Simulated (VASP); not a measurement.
# Cl (Fd-3m) in VASP: further runs

The runs below take Cl through single point, relaxation of cell and atoms, with PBE.

All numbers are computed with VASP 6.6.1; they aren't measurements. Logs are shortened: lines on timing, memory, paths and dates and some standing lists are left out, and cuts for length are marked.

## (1) The cell of the first run

The structure is cubic, space group Fd-3m (No. 227). The conventional cell has a = 6.404 Å, b = 6.404 Å, c = 6.404 Å, α = 90.00°, β = 90.00°, γ = 90.00°. Within 3.7 Å of Cl (site symmetry -43m) lie 4 Cl at 2.77 Å.

## (2) Single point, PBE

Input file INCAR:

```
SYSTEM = Cl
  PREC = Accurate
  ENCUT = 520
  EDIFF = 1E-7
  ISMEAR = -1
  SIGMA = 0.02
  LREAL = .FALSE.
  LASPH = .TRUE.
  NELM = 100
  ALGO = Normal
  ISIF = 2
  LWAVE = .FALSE.
  LCHARG = .FALSE.
  GGA = PE
  NBANDS = 14
```

Input file KPOINTS:

```
Automatic mesh
0
G
  7 7 7
  0 0 0
```

Input file POSCAR:

```
Cl
1.0
    0.0000000000      3.2019145928      3.2019145928
    3.2019145928      0.0000000000      3.2019145928
    3.2019145928      3.2019145928      0.0000000000
Cl
2
Direct
    0.0000000000      0.0000000000      0.0000000000
    0.2500000000      0.2500000000      0.2500000000
```

Potentials or basis: VASP PAW PBE potentials, release 64 (Cl).

Command:

```sh
$ cat potpaw_PBE.64/Cl/POTCAR > POTCAR
$ mpirun -np 1 vasp_std > vasp.out
```

OUTCAR:

```text
SYSTEM = Cl
   PREC = Accurate
   ENCUT = 520
   EDIFF = 1E-7
   ISMEAR = -1
   LREAL = .FALSE.
   LASPH = .TRUE.
   NELM = 100
   ISIF = 2
   GGA = PE

 ion  position               nearest neighbor table
   1  0.000  0.000  0.000-
   2  0.250  0.250  0.250-

  LATTYP: Found a face centered cubic cell.
 ALAT       =     6.4038291856

  Lattice vectors:

 A1 = (   0.0000000000,   3.2019145928,   3.2019145928)
 A2 = (   3.2019145928,   0.0000000000,   3.2019145928)
 A3 = (   3.2019145928,   3.2019145928,   0.0000000000)

Analysis of symmetry for initial positions (statically):
=====================================================================
 Subroutine PRICEL returns:
 Original cell was already a primitive cell.

 Routine SETGRP: Setting up the symmetry group for a
 face centered cubic supercell.

 Subroutine GETGRP returns: Found 48 space group operations
 (whereof 24 operations were pure point group operations)
 out of a pool of 48 trial point group operations.

The static configuration has the point symmetry T_d .
 The point group associated with its full space group is O_h .

Analysis of symmetry for dynamics (positions and initial velocities):
=====================================================================
 Subroutine PRICEL returns:
 Original cell was already a primitive cell.

 Routine SETGRP: Setting up the symmetry group for a
 face centered cubic supercell.

 Subroutine GETGRP returns: Found 48 space group operations
 (whereof 24 operations were pure point group operations)
 out of a pool of 48 trial point group operations.

The dynamic configuration has the point symmetry T_d .
 The point group associated with its full space group is O_h .

 Subroutine INISYM returns: Found 48 space group operations
 (whereof 24 operations are pure point group operations),
 and found     1 'primitive' translations

----------------------------------------------------------------------------------------

                                     Primitive cell

  volume of cell :      65.6537

  direct lattice vectors                    reciprocal lattice vectors
     0.000000000  3.201914593  3.201914593    -0.156156570  0.156156570  0.156156570
     3.201914593  0.000000000  3.201914593     0.156156570 -0.156156570  0.156156570
     3.201914593  3.201914593  0.000000000     0.156156570  0.156156570 -0.156156570

  length of vectors
     4.528191043  4.528191043  4.528191043     0.270471113  0.270471113  0.270471113

  position of ions in fractional coordinates (direct lattice)
     0.000000000  0.000000000  0.000000000
     0.250000000  0.250000000  0.250000000

  ion indices of the primitive-cell ions
   primitive index   ion index
                 1           1
                 2           2

----------------------------------------------------------------------------------------

 KPOINTS: Automatic mesh

Automatic generation of k-mesh.
 Grid dimensions read from file:
 generate k-points for:    7    7    7

 Generating k-lattice:

  Cartesian coordinates                     Fractional coordinates (reciprocal lattice)
    -0.022308081  0.022308081  0.022308081     0.142857143  0.000000000  0.000000000
     0.022308081 -0.022308081  0.022308081     0.000000000  0.142857143  0.000000000
     0.022308081  0.022308081 -0.022308081     0.000000000  0.000000000  0.142857143

  Length of vectors
     0.038638730  0.038638730  0.038638730

  Shift w.r.t. Gamma in fractional coordinates (k-lattice)
     0.000000000  0.000000000  0.000000000

 Subroutine IBZKPT returns following result:
 ===========================================

 Found     20 irreducible k-points:

 Following reciprocal coordinates:
            Coordinates               Weight
  0.000000  0.000000  0.000000      1.000000
  0.142857  0.000000  0.000000      8.000000
  0.285714  0.000000  0.000000      8.000000
  0.428571  0.000000  0.000000      8.000000
  0.142857  0.142857  0.000000      6.000000
  0.285714  0.142857  0.000000     24.000000
[... 12 lines left out ...]
 -0.428571  0.428571  0.142857     24.000000
 -0.285714  0.428571  0.142857     24.000000
   k-points           NKPTS =     20   k-points in BZ     NKDIM =     20   number of bands    NBANDS=     14
   number of dos      NEDOS =    301   number of ions     NIONS =      2
   total plane-waves  NPLWV =  46656
   dimension x,y,z NGX =    36 NGY =   36 NGZ =   36
   dimension x,y,z NGXF=    72 NGYF=   72 NGZF=   72
   ions per type =               2
   NGX,Y,Z   is equivalent  to a cutoff of  13.22, 13.22, 13.22 a.u.
   NGXF,Y,Z  is equivalent  to a cutoff of  26.43, 26.43, 26.43 a.u.
 SYSTEM =  Cl
   PREC   = accura    normal or accurate (medium, high low for compatibility)
   ISTART =      0    job   : 0-new  1-cont  2-samecut
   ICHARG =      2    charge: 1-file 2-atom 10-const
   ISPIN  =      1    spin polarized calculation?
   LNONCOLLINEAR =      F non collinear calculations
   LSORBIT =      F    spin-orbit coupling
   LASPH  =      T    aspherical Exc in radial PAW
   ENCUT  =  520.0 eV  38.22 Ry    6.18 a.u.   8.42  8.42  8.42*2*pi/ulx,y,z
   NELM   =    100;   NELMIN=  2; NELMDL= -5     # of ELM steps
   EDIFF  = 0.1E-06   stopping-criterion for ELM
   LREAL  =      F    real-space projection
   EDIFFG = 0.1E-05   stopping-criterion for IOM
   NSW    =      0    number of steps for IOM
   IBRION =     -1    ionic relax: 0-MD 1-quasi-New 2-CG
   NFREE  =      0    steps in history (QN), initial steepest desc. (CG)
   ISIF   =      2    stress and relaxation
   ISYM   =      2    0-nonsym 1-usesym 2-fastsym
   POTIM  = 0.5000    time-step for ionic-motion
   TEBEG  =    0.0;   TEEND  =   0.0 temperature during run
   PSTRESS=    0.0 pullay stress
   NELECT =      14.0000    total number of electrons
   NUPDOWN=      -1.0000    fix difference up-down
   EMIN   =  10.00;   EMAX   =-10.00  energy-range for DOS
   EFERMI =   0.00;   METHOD = LEGACY
   ISMEAR =    -1;   SIGMA  =   0.02  broadening in eV -4-tet -1-fermi 0-gaus
   EFERMI_NEDOS =   21; number of points for ismear=-14 and -15
   IALGO  =     38    algorithm
   IMIX   =      4    mixing-type and parameters
     AMIX     =   0.40;   BMIX     =  1.00
     AMIX_MAG =   1.60;   BMIX_MAG =  1.00
  volume/ion in A,a.u.               =      32.83       221.53
  Fermi-wavevector in a.u.,A,eV,Ry     =   0.978058  1.848261 13.015288  0.956597
  Thomas-Fermi vector in A             =   2.108803
   LORBIT       =      0    0 simple, 1 ext, 2 COOP (PROOUT), +10 PAW based schemes
   GGA     = PE    functional components
   LHFCALC =     F    Hartree Fock is set to
   AEXX    =    0.0000 exact exchange contribution
   IVDW    =     0    specifies the selected vdW correction
   LEPSILON=     F    determine dielectric tensor
   LRPA    =     F    only Hartree local field effects (RPA)
 non-spin polarized calculation
  energy-cutoff  :      520.00
  volume of cell :       65.65
 maximum number of plane-waves:      1807
 NGX is ok and might be reduce to    36
   NGX = 17   NGY = 17   NGZ = 17

 number of electron      13.9999996 magnetization

 Free energy of the ion-electron system (eV)
  ---------------------------------------------------
  ext. energy  EPLUGINS =         0.00000000
  ---------------------------------------------------
  free energy    TOTEN  =        -1.97675176 eV

  energy without entropy =       -1.96912190  energy(sigma->0) =       -1.97293683

 E-fermi :  -1.0818     XC(G=0):  -7.1672

 val. band max:       -1.0955687502   @ k =   0.4286   0.1429   0.0000
 cond. band min:      -1.0697949411   @ k =   0.4286   0.2857   0.1429
 fundamental gap:      0.0257738091
 Fermi energy:        -1.0817847834

 k-point     1 :       0.0000    0.0000    0.0000
  band No.  band energies     occupation
      1     -16.2990      2.00000
      2     -13.7650      2.00000
      3      -3.8714      2.00000
      4      -3.8714      2.00000
      5      -3.8714      2.00000
      6      -1.9653      2.00000
      7      -1.9653      2.00000
      8      -1.9653      2.00000
      9       5.3415      0.00000
     10       9.4577      0.00000
     11       9.4577      0.00000
     12      11.0470      0.00000
     13      11.0470      0.00000
     14      11.0470      0.00000

 k-point     2 :       0.1429    0.0000    0.0000
  band No.  band energies     occupation
      1     -16.2202      2.00000
      2     -13.8809      2.00000
      3      -3.9664      2.00000
      4      -3.9664      2.00000
      5      -3.9535      2.00000
      6      -1.8675      2.00000
      7      -1.8404      2.00000
      8      -1.8404      2.00000
      9       5.7411      0.00000
     10       9.1349      0.00000
     11       9.1349      0.00000
     12      10.7572      0.00000
     13      11.7956      0.00000
     14      11.7956      0.00000

 k-point     3 :       0.2857    0.0000    0.0000
  band No.  band energies     occupation
      1     -16.0102      2.00000
      2     -14.1719      2.00000
      3      -4.1611      2.00000
      4      -4.1462      2.00000
      5      -4.1462      2.00000
      6      -1.5967      2.00000
      7      -1.5967      2.00000
      8      -1.5699      2.00000
      9       6.6141      0.00000
     10       8.9500      0.00000
     11       8.9500      0.00000
     12       9.9690      0.00000
     13      11.5808      0.00000
     14      12.1000      0.00000
[... 256 lines left out ...]
 k-point    19 :      -0.4286    0.4286    0.1429
  band No.  band energies     occupation
      1     -15.3969      2.00000
      2     -14.9024      2.00000
      3      -4.8074      2.00000
      4      -4.7059      2.00000
      5      -3.0321      2.00000
      6      -2.5812      2.00000
      7      -0.8650      0.00004
      8      -0.8173      0.00000
      9       7.1690      0.00000
     10       7.2183      0.00000
     11      10.5611      0.00000
     12      11.0809      0.00000
     13      11.7847      0.00000
     14      12.4421      0.00000

 k-point    20 :      -0.2857    0.4286    0.1429
  band No.  band energies     occupation
      1     -15.3217      2.00000
      2     -14.9822      2.00000
      3      -4.9097      2.00000
      4      -4.6793      2.00000
      5      -3.0325      2.00000
      6      -2.4220      2.00000
      7      -0.9287      0.00095
      8      -0.8096      0.00000
      9       7.0040      0.00000
     10       7.4030      0.00000
     11      10.0183      0.00000
     12      11.3586      0.00000
     13      11.9335      0.00000
     14      12.7512      0.00000

------------------------ aborting loop because EDIFF is reached ----------------------------------------

  FORCE on cell =-STRESS in cart. coord.  units (eV):
  Direction    XX          YY          ZZ          XY          YZ          ZX
  --------------------------------------------------------------------------------------
  -------------------------------------------------------------------------------------
  Total        0.1420122      0.1420122      0.1420122      0.0000000      0.0000000      0.0000000
  in kB        3.4655878      3.4655878      3.4655878      0.0000000      0.0000000      0.0000000
  external PRESSURE =       3.4655878 kB  Pullay stress =       0.0000000 kB

 VOLUME and BASIS-vectors are now :
 -----------------------------------------------------------------------------
  energy-cutoff  :      520.00
  volume of cell :       65.65
      direct lattice vectors                 reciprocal lattice vectors
     0.000000000  3.201914593  3.201914593    -0.156156570  0.156156570  0.156156570
     3.201914593  0.000000000  3.201914593     0.156156570 -0.156156570  0.156156570
     3.201914593  3.201914593  0.000000000     0.156156570  0.156156570 -0.156156570

 POSITION                                       TOTAL-FORCE (eV/Angst)
 -----------------------------------------------------------------------------------
      0.00000      0.00000      0.00000        -0.000000     -0.000000      0.000000
      1.60096      1.60096      1.60096         0.000000      0.000000     -0.000000
 -----------------------------------------------------------------------------------
    total drift:                                0.000000      0.000000      0.000000

  FREE ENERGIE OF THE ION-ELECTRON SYSTEM (eV)
  ---------------------------------------------------
  free  energy   TOTEN  =        -1.9767517606 eV

  energy  without entropy=       -1.9691218959  energy(sigma->0) =       -1.97293683
```

Run time: 11 s. Hardware: 1 thread of Intel Xeon Platinum 8488C (Sapphire Rapids), shared host; peak memory 0.19 GiB.

Results:

| Property | Result |
| --- | --- |
| Free energy | -1.9768 eV |
| Pressure | 0.3 GPa |
| Band gap on the k mesh | zero (band 7 reaches -0.78 eV, above the bottom of band 8 at -1.97 eV) |

## (3) Single point, PBE

This run uses another cell than the first one, of 33.50 Å³/atom, 1.020 times its volume.

Input file INCAR:

```
SYSTEM = Cl
PREC = Accurate ; ENCUT = 520
EDIFF = 1E-6 ; ISMEAR = -1
SIGMA = 0.02 ; LREAL = .FALSE.
LASPH = .TRUE. ; NELM = 80
ALGO = Normal ; ISIF = 2
LWAVE = .FALSE. ; LCHARG = .FALSE.
GGA = PE ; NBANDS = 14
```

KPOINTS is that of step 2.

Input file POSCAR:

```
Cl
1.0
    0.0000000000      3.2235498072      3.2235498072
    3.2235498072      0.0000000000      3.2235498072
    3.2235498072      3.2235498072      0.0000000000
Cl
2
Direct
    0.0000000000      0.0000000000      0.0000000000
    0.2500000000      0.2500000000      0.2500000000
```

Potentials or basis: VASP PAW PBE potentials, release 64 (Cl).

Command:

```sh
$ cat potpaw_PBE.64/Cl/POTCAR > POTCAR
$ mpirun -np 1 vasp_std > vasp.out
```

Run time: 9.4 s. Hardware: 1 thread of Intel Xeon Platinum 8488C (Sapphire Rapids), shared host; peak memory 0.19 GiB.

Results (log left out):

| Quantity | Value |
| --- | --- |
| Free energy | -1.9784 eV |
| Pressure | 0.0 GPa |
| Band gap on the k mesh | zero (band 7 reaches -0.97 eV, above the bottom of band 8 at -2.10 eV) |

Levels at points of the mesh, in eV from the Fermi level:
| k point | band 3 | band 4 | band 5 | band 6 | band 7 | band 8 | band 9 | band 10 | band 11 | band 12 |
| --- | --- | --- | --- | --- | --- | --- | --- | --- | --- | --- |
| (0.00, 0.00, 0.00) | -2.71 | -2.71 | -2.71 | -0.85 | -0.85 | -0.85 | 6.44 | 10.59 | 10.59 | 12.13 |

## (4) Single point, PBE

This run uses another cell than the first one, of 34.17 Å³/atom, 1.041 times its volume.

Input file INCAR:

```
SYSTEM = Cl
PREC = Accurate
ENCUT = 520
EDIFF = 1E-7
ISMEAR = -1
SIGMA = 0.02
LREAL = .FALSE.
LASPH = .TRUE.
NELM = 60
ALGO = Normal
ISIF = 2
LWAVE = .FALSE.
LCHARG = .FALSE.
GGA = PE
NBANDS = 14
```

Input file KPOINTS:

```
regular mesh
0
G
  7 7 7
  0 0 0
```

Input file POSCAR:

```
Cl
1.0
    0.0000000000      3.2448984413      3.2448984413
    3.2448984413      0.0000000000      3.2448984413
    3.2448984413      3.2448984413      0.0000000000
Cl
2
Direct
    0.0000000000      0.0000000000      0.0000000000
    0.2500000000      0.2500000000      0.2500000000
```

Command:

```sh
$ cat potpaw_PBE.64/Cl/POTCAR > POTCAR
$ mpirun -np 1 vasp_std > vasp.out
```

It took 11 s on 1 thread of Intel Xeon Platinum 8488C (Sapphire Rapids), shared host; peak memory 0.19 GiB.

Results (log left out):

```
Free energy            : -1.9769 eV
Pressure               : -0.4 GPa
Band gap on the k mesh : zero (band 7 reaches -1.15 eV, above the bottom of band 8 at -2.24 eV)
```

Levels at points of the mesh, in eV from the Fermi level:
```csv
k point,band 5,band 6,band 7,band 8,band 9,band 10
"(0.00, 0.00, 0.00)",-2.63,-0.82,-0.82,-0.82,6.45,10.63
```

## (5) Relaxation of cell and atoms, PBE

This run uses another cell than the first one, of 29.08 Å³/atom, 0.886 times its volume.

Input file INCAR:

```
SYSTEM = Cl
PREC     = Accurate       ! precision mode
ENCUT    = 600            ! plane-wave cutoff, eV
EDIFF    = 1E-6           ! SCF threshold, eV
ISMEAR   = -1             ! smearing method
SIGMA    = 0.02           ! smearing width, eV
LREAL    = .FALSE.        ! projectors in reciprocal space
LASPH    = .TRUE.         ! aspherical terms in the spheres
NELM     = 80             ! most SCF steps
ALGO     = Normal         ! electronic algorithm
ISIF     = 3              ! what is computed and relaxed
LWAVE    = .FALSE.        ! write WAVECAR
LCHARG   = .FALSE.        ! write CHGCAR
GGA      = PE             ! functional
IBRION   = 2              ! ionic algorithm
NSW      = 60             ! ionic steps
EDIFFG   = -0.03          ! ionic threshold
```

KPOINTS is that of step 4.

Input file POSCAR:

```
Cl
1.0
    0.0000000000      3.0750000000      3.0750000000
    3.0750000000      0.0000000000      3.0750000000
    3.0750000000      3.0750000000      0.0000000000
Cl
2
Direct
    0.0000000000      0.0000000000      0.0000000000
    0.2500000000      0.2500000000      0.2500000000
```

Command:

```sh
$ cat potpaw_PBE.64/Cl/POTCAR > POTCAR
$ mpirun -np 1 vasp_std > vasp.out
```

It took 27 s on 1 thread of Intel Xeon Platinum 8488C (Sapphire Rapids), shared host; peak memory 0.19 GiB.

Results (log left out):

```yaml
Free_energy: -1.9775 eV
Relaxed_volume: 33.46 Å³/atom
Relaxed_cell: a = 4.557 Å, b = 4.557 Å, c = 4.557 Å, α = 60.00°, β = 60.00°, γ = 60.00°
Space_group_after_relaxing_to_0.05_Å: Fd-3m (No. 227)
Energy_gained_by_relaxing: 44.0 meV/atom
Ionic_steps: 4
Pressure_after_relaxing: 0.0 GPa
Band_gap_on_the_k_mesh: zero (band 7 reaches -0.96 eV, above the bottom of band 8 at -2.10 eV)
```

Step by step:
| step | energy change (eV) | largest force (eV/Å) | pressure (GPa) | volume (Å³) |
| --- | --- | --- | --- | --- |
| 1 | 0.0000 | 0.0000 | 3.69 | 58.15 |
| 2 | -0.0799 | 0.0000 | 0.94 | 63.97 |
| 3 | -0.0878 | 0.0000 | -0.16 | 67.45 |
| 4 | -0.0881 | 0.0000 | -0.01 | 66.92 |

Final structure:
```xyz
2
Lattice="0.0000 3.2224 3.2224 3.2224 0.0000 3.2224 3.2224 3.2224 0.0000" Properties=species:S:1:pos:R:3 pbc="T T T"
Cl    0.0000    0.0000    0.0000
Cl    1.6112    1.6112    1.6112
```

Levels at points of the mesh, in eV from the Fermi level:
| k point | band 5 | band 6 | band 7 | band 8 | band 9 | band 10 |
| --- | --- | --- | --- | --- | --- | --- |
| (0.00, 0.00, 0.00) | -2.71 | -0.85 | -0.85 | -0.85 | 6.44 | 10.58 |

Caveat: the volume moved by over 15 % at a fixed basis, so the end points are rough.

## (6) The runs side by side

```csv
task,cell,cutoff (eV),gap on the mesh (eV),pressure (GPa)
single point,"a = 4.528 Å, angles 60.0°, 2 atoms",520,none,0.3
single point,"a = 4.559 Å, angles 60.0°, 2 atoms",520,none,0.0
single point,"a = 4.589 Å, angles 60.0°, 2 atoms",520,none,-0.4
relaxation of cell and atoms,"relaxed from a = 4.349 Å, angles 60.0°, 2 atoms",600,none,0.0
```

Alike in all rows: level PBE; potentials or basis VASP PAW PBE potentials, release 64 (Cl); no spin polarisation; k mesh 7 × 7 × 7; smearing fermi-dirac 0.02 eV.

Caveats: the volume moved by over 15 % at a fixed basis, so the end points are rough (some runs).

Total energies depend on the potentials used, so only differences within one code and one set of settings carry meaning.
